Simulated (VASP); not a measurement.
# Co (P6/mmm) in VASP: single point with LDA

Aim: the single point of Co with LDA.

All numbers are computed with VASP 6.6.1; they aren't measurements. Logs are shortened: lines on timing, memory, paths and dates and some standing lists are left out, and cuts for length are marked.

### Step 1. The cell of the first run

The structure is hexagonal, space group P6/mmm (No. 191). Conventional cell: a = 3.253 Å, b = 3.253 Å, c = 1.967 Å, α = 90.00°, β = 90.00°, γ = 120.00°. Co (site symmetry 6/mmm) has 14 Co at 1.97 to 2.12 Å within 2.6 Å. Within 2.5 Å of Co (site symmetry -6m2) lie 11 Co at 1.88 to 2.12 Å.

This isn't the form of Co at room conditions, which is hcp.

### Step 2. Single point, LDA, collinear spin, ferromagnetic start

INCAR

```
SYSTEM = Co
PREC     = Accurate       ! precision mode
ENCUT    = 690            ! plane-wave cutoff, eV
EDIFF    = 1E-6           ! SCF threshold, eV
ISMEAR   = -1             ! smearing method
SIGMA    = 0.1            ! smearing width, eV
LREAL    = .FALSE.        ! projectors in reciprocal space
LASPH    = .TRUE.         ! aspherical terms in the spheres
NELM     = 200            ! most SCF steps
ALGO     = Normal         ! electronic algorithm
ISIF     = 2              ! what is computed and relaxed
LWAVE    = .FALSE.        ! write WAVECAR
LCHARG   = .FALSE.        ! write CHGCAR
ISPIN    = 2              ! spin polarisation
MAGMOM   = 1.7 1.7 1.7    ! initial moments
LORBIT   = 11             ! projections on sites
LMAXMIX  = 4              ! l up to which the mixer works
NBANDS   = 36             ! bands
GGA_COMPAT= .FALSE.
```

KPOINTS

```
Automatic mesh
0
G
  11 11 15
  0 0 0
```

POSCAR

```
Co
1.0
    3.2526805736      0.0000000000      0.0000000000
   -1.6263402868      2.8169040071      0.0000000000
    0.0000000000      0.0000000000      1.9668033097
Co
3
Direct
    0.0000000000      0.0000000000      0.0000000000
    0.3333333333      0.6666666667      0.5000000000
    0.6666666667      0.3333333333      0.5000000000
```

Potentials or basis: VASP PAW LDA potentials, release 64 (Co_sv).

On the command line:

```bash
> cat potpaw_LDA.64/Co_sv/POTCAR > POTCAR
> mpirun -np 1 vasp_std > vasp.out
```

OUTCAR:

```text
SYSTEM = Co
   PREC = Accurate
   ENCUT = 690
   EDIFF = 1E-6
   ISMEAR = -1
   LREAL = .FALSE.
   LASPH = .TRUE.
   NELM = 200
   ISIF = 2
   ISPIN = 2
   LORBIT = 11

 ion  position               nearest neighbor table
   1  0.000  0.000  0.000-   2 2.12   3 2.12   2 2.12   3 2.12   2 2.12   2 2.12   3 2.12   3 2.12
                             3 2.12   3 2.12   2 2.12   2 2.12
   2  0.333  0.667  0.500-   3 1.88   3 1.88   3 1.88   1 2.12   1 2.12   1 2.12   1 2.12   1 2.12
                             1 2.12
   3  0.667  0.333  0.500-   2 1.88   2 1.88   2 1.88   1 2.12   1 2.12   1 2.12   1 2.12   1 2.12
                             1 2.12

  LATTYP: Found a hexagonal cell.
 ALAT       =     3.2526805736
 C/A-ratio  =     0.6046715210

  Lattice vectors:

 A1 = (   3.2526805736,   0.0000000000,   0.0000000000)
 A2 = (  -1.6263402868,   2.8169040071,   0.0000000000)
 A3 = (   0.0000000000,   0.0000000000,   1.9668033097)

Analysis of symmetry for initial positions (statically):
=====================================================================
 Subroutine PRICEL returns:
 Original cell was already a primitive cell.

 Routine SETGRP: Setting up the symmetry group for a
 hexagonal supercell.

 Subroutine GETGRP returns: Found 24 space group operations
 (whereof 24 operations were pure point group operations)
 out of a pool of 24 trial point group operations.

The static configuration has the point symmetry D_6h.

Analysis of symmetry for dynamics (positions and initial velocities):
=====================================================================
 Subroutine PRICEL returns:
 Original cell was already a primitive cell.

 Routine SETGRP: Setting up the symmetry group for a
 hexagonal supercell.

 Subroutine GETGRP returns: Found 24 space group operations
 (whereof 24 operations were pure point group operations)
 out of a pool of 24 trial point group operations.

The dynamic configuration has the point symmetry D_6h.

Analysis of structural, dynamic, and magnetic symmetry:
=====================================================================
 Subroutine PRICEL returns:
 Original cell was already a primitive cell.

 Routine SETGRP: Setting up the symmetry group for a
 hexagonal supercell.

 Subroutine GETGRP returns: Found 24 space group operations
 (whereof 24 operations were pure point group operations)
 out of a pool of 24 trial point group operations.

The overall configuration has the point symmetry D_6h.

 Subroutine INISYM returns: Found 24 space group operations
 (whereof 24 operations are pure point group operations),
 and found     1 'primitive' translations

----------------------------------------------------------------------------------------

                                     Primitive cell

  volume of cell :      18.0208

  direct lattice vectors                    reciprocal lattice vectors
     3.252680574  0.000000000  0.000000000     0.307438735  0.177499836  0.000000000
    -1.626340287  2.816904007  0.000000000     0.000000000  0.354999673  0.000000000
     0.000000000  0.000000000  1.966803310     0.000000000  0.000000000  0.508439250

  length of vectors
     3.252680574  3.252680574  1.966803310     0.354999673  0.354999673  0.508439250

  position of ions in fractional coordinates (direct lattice)
     0.000000000  0.000000000  0.000000000
     0.333333333  0.666666667  0.500000000
     0.666666667  0.333333333  0.500000000

  ion indices of the primitive-cell ions
   primitive index   ion index
                 1           1
                 2           2
                 3           3

----------------------------------------------------------------------------------------

 KPOINTS: Automatic mesh

Automatic generation of k-mesh.
 Grid dimensions read from file:
 generate k-points for:   11   11   15

 Generating k-lattice:

  Cartesian coordinates                     Fractional coordinates (reciprocal lattice)
     0.027948976  0.016136349  0.000000000     0.090909091 -0.000000000  0.000000000
     0.000000000  0.032272698  0.000000000     0.000000000  0.090909091  0.000000000
     0.000000000  0.000000000  0.033895950     0.000000000  0.000000000  0.066666667

  Length of vectors
     0.032272698  0.032272698  0.033895950

  Shift w.r.t. Gamma in fractional coordinates (k-lattice)
     0.000000000  0.000000000  0.000000000

 Subroutine IBZKPT returns following result:
 ===========================================

 Found    128 irreducible k-points:

 Following reciprocal coordinates:
            Coordinates               Weight
  0.000000  0.000000  0.000000      1.000000
  0.090909 -0.000000  0.000000      6.000000
  0.181818 -0.000000  0.000000      6.000000
  0.272727 -0.000000  0.000000      6.000000
  0.363636 -0.000000  0.000000      6.000000
  0.454545 -0.000000  0.000000      6.000000
[... 16 lines left out ...]
  0.090909  0.090909  0.066667     12.000000
  0.181818  0.090909  0.066667     24.000000
 [... further k-points ...]
   k-points           NKPTS =    128   k-points in BZ     NKDIM =    128   number of bands    NBANDS=     36
   number of dos      NEDOS =    301   number of ions     NIONS =      3
   total plane-waves  NPLWV =  14112
   dimension x,y,z NGX =    28 NGY =   28 NGZ =   18
   dimension x,y,z NGXF=    56 NGYF=   56 NGZF=   36
   ions per type =               3
   NGX,Y,Z   is equivalent  to a cutoff of  14.31, 14.31, 15.21 a.u.
   NGXF,Y,Z  is equivalent  to a cutoff of  28.62, 28.62, 30.43 a.u.
 SYSTEM =  Co
   PREC   = accura    normal or accurate (medium, high low for compatibility)
   ISTART =      0    job   : 0-new  1-cont  2-samecut
   ICHARG =      2    charge: 1-file 2-atom 10-const
   ISPIN  =      2    spin polarized calculation?
   LNONCOLLINEAR =      F non collinear calculations
   LSORBIT =      F    spin-orbit coupling
   LASPH  =      T    aspherical Exc in radial PAW
   ENCUT  =  690.0 eV  50.71 Ry    7.12 a.u.   6.97  6.97  4.21*2*pi/ulx,y,z
   NELM   =    200;   NELMIN=  2; NELMDL= -5     # of ELM steps
   EDIFF  = 0.1E-05   stopping-criterion for ELM
   LREAL  =      F    real-space projection
[... 7 lines left out ...]
   TEBEG  =    0.0;   TEEND  =   0.0 temperature during run
   PSTRESS=    0.0 pullay stress
   NELECT =      51.0000    total number of electrons
   NUPDOWN=      -1.0000    fix difference up-down
   EMIN   =  10.00;   EMAX   =-10.00  energy-range for DOS
   EFERMI =   0.00;   METHOD = LEGACY
   ISMEAR =    -1;   SIGMA  =   0.10  broadening in eV -4-tet -1-fermi 0-gaus
   EFERMI_NEDOS =   21; number of points for ismear=-14 and -15
   IALGO  =     38    algorithm
   IMIX   =      4    mixing-type and parameters
     AMIX     =   0.40;   BMIX     =  1.00
     AMIX_MAG =   1.60;   BMIX_MAG =  1.00
  volume/ion in A,a.u.               =       6.01        40.54
  Fermi-wavevector in a.u.,A,eV,Ry     =   2.315653  4.375949 72.957806  5.362247
  Thomas-Fermi vector in A             =   3.244820
   LORBIT       =     11    0 simple, 1 ext, 2 COOP (PROOUT), +10 PAW based schemes
   GGA     = CA    functional components
   LHFCALC =     F    Hartree Fock is set to
   AEXX    =    0.0000 exact exchange contribution
   IVDW    =     0    specifies the selected vdW correction
   LEPSILON=     F    determine dielectric tensor
   LRPA    =     F    only Hartree local field effects (RPA)
 spin polarized calculation
  energy-cutoff  :      690.00
  volume of cell :       18.02
 maximum number of plane-waves:       753
 NGX is ok and might be reduce to    28
   NGX = 13   NGY = 13   NGZ =  9

 number of electron      50.9999969 magnetization       0.0791946

 number of electron      50.9999969 magnetization      -0.0007875

 Free energy of the ion-electron system (eV)
  ---------------------------------------------------
  ext. energy  EPLUGINS =         0.00000000
  ---------------------------------------------------
  free energy    TOTEN  =       -13.68321202 eV

  energy without entropy =      -13.55012739  energy(sigma->0) =      -13.61666970

 E-fermi :  24.7600     XC(G=0): -18.5411

 val. band max:       24.7464558277   @ k =   0.1818   0.1818   0.3333
 cond. band min:      24.7615203277   @ k =   0.3636  -0.0000   0.0667
 fundamental gap:      0.0150644999
 Fermi energy:        24.7599549616

 spin component 1

 k-point     1 :       0.0000    0.0000    0.0000
  band No.  band energies     occupation
      1     -71.3523      1.00000
      2     -70.5592      1.00000
      3     -70.4654      1.00000
      4     -35.7344      1.00000
      5     -35.7344      1.00000
      6     -35.0219      1.00000
[... 28 lines left out ...]
     35      49.0128      0.00000
     36      55.0607      0.00000
[... 866 lines left out ...]
      6     -34.6177      1.00000
[... 28 lines left out ...]
     35      49.8840      0.00000
     36      52.2498      0.00000

 [... further k-points ...]

 spin component 2

 k-point     1 :       0.0000    0.0000    0.0000
  band No.  band energies     occupation
      1     -71.3526      1.00000
      2     -70.5595      1.00000
      3     -70.4658      1.00000
      4     -35.7347      1.00000
      5     -35.7347      1.00000
      6     -35.0222      1.00000
[... 28 lines left out ...]
     35      49.0127      0.00000
     36      55.0599      0.00000
[... 866 lines left out ...]
      6     -34.6180      1.00000
[... 28 lines left out ...]
     35      49.8840      0.00000
     36      52.2514      0.00000

 [... further k-points ...]

------------------------ aborting loop because EDIFF is reached ----------------------------------------

  FORCE on cell =-STRESS in cart. coord.  units (eV):
  Direction    XX          YY          ZZ          XY          YZ          ZX
  --------------------------------------------------------------------------------------
  -------------------------------------------------------------------------------------
  Total       50.3379050     50.3379050     50.2856626      0.0000000     -0.0000000      0.0000000
  in kB     4475.3945153   4475.3945151   4470.7497931      0.0000000     -0.0000000      0.0000000
  external PRESSURE =    4473.8462745 kB  Pullay stress =       0.0000000 kB

 VOLUME and BASIS-vectors are now :
 -----------------------------------------------------------------------------
  energy-cutoff  :      690.00
  volume of cell :       18.02
      direct lattice vectors                 reciprocal lattice vectors
     3.252680574  0.000000000  0.000000000     0.307438735  0.177499836  0.000000000
    -1.626340287  2.816904007  0.000000000     0.000000000  0.354999673  0.000000000
     0.000000000  0.000000000  1.966803310     0.000000000  0.000000000  0.508439250

 POSITION                                       TOTAL-FORCE (eV/Angst)
 -----------------------------------------------------------------------------------
      0.00000      0.00000      0.00000         0.000000      0.000000     -0.000000
     -0.00000      1.87794      0.98340        -0.000000      0.000000      0.000000
      1.62634      0.93897      0.98340         0.000000      0.000000     -0.000000
 -----------------------------------------------------------------------------------
    total drift:                                0.000000      0.000000     -0.000000

  FREE ENERGIE OF THE ION-ELECTRON SYSTEM (eV)
  ---------------------------------------------------
  free  energy   TOTEN  =       -13.6832120183 eV

  energy  without entropy=      -13.5501273871  energy(sigma->0) =      -13.61666970

 total charge

# of ion       s       p       d       tot
------------------------------------------
    1        2.417   6.350   7.162  15.930
    2        2.438   6.362   7.230  16.030
    3        2.438   6.362   7.230  16.030
--------------------------------------------------
tot          7.294  19.075  21.621  47.990

 magnetization (x)

# of ion       s       p       d       tot
------------------------------------------
    1        0.000   0.000  -0.000  -0.000
    2       -0.000   0.000  -0.000  -0.000
    3       -0.000   0.000  -0.000  -0.000
--------------------------------------------------
tot         -0.000   0.000  -0.001  -0.001
```

Wall time 6.3 min (1 thread of Intel Xeon Platinum 8259CL at 2.50GHz (Skylake/Cascade Lake), shared host); peak memory 0.26 GiB.

What came out:

| Property | Result |
| --- | --- |
| Free energy | -13.6832 eV |
| Pressure | 447.4 GPa |
| Net moment | 0.00 μB per cell |
| Valence electrons inside the program's atomic spheres | Co 15.93, 16.03 (each value once) |

Stress tensor (GPa, compression positive):
```
447.54   0.00   0.00
  0.00 447.54   0.00
  0.00   0.00 447.07
```

Levels at points of the mesh, in eV from the Fermi level:
Spin up:
| k point | band 23 | band 24 | band 25 | band 26 | band 27 | band 28 | band 29 | band 30 |
| --- | --- | --- | --- | --- | --- | --- | --- | --- |
| (0.00, 0.00, 0.00) | -2.19 | -2.19 | -2.16 | -2.16 | 1.06 | 1.06 | 11.34 | 11.34 |
Spin down:
| k point | band 24 | band 25 | band 26 | band 27 | band 28 | band 29 |
| --- | --- | --- | --- | --- | --- | --- |
| (0.00, 0.00, 0.00) | -2.20 | -2.16 | -2.16 | 1.06 | 1.06 | 11.34 |

Caveat: atoms lie so close that the PAW spheres overlap strongly, which falsifies energies and pressures; the cell stands under pressure; the moments typed at the start vanished in this run.
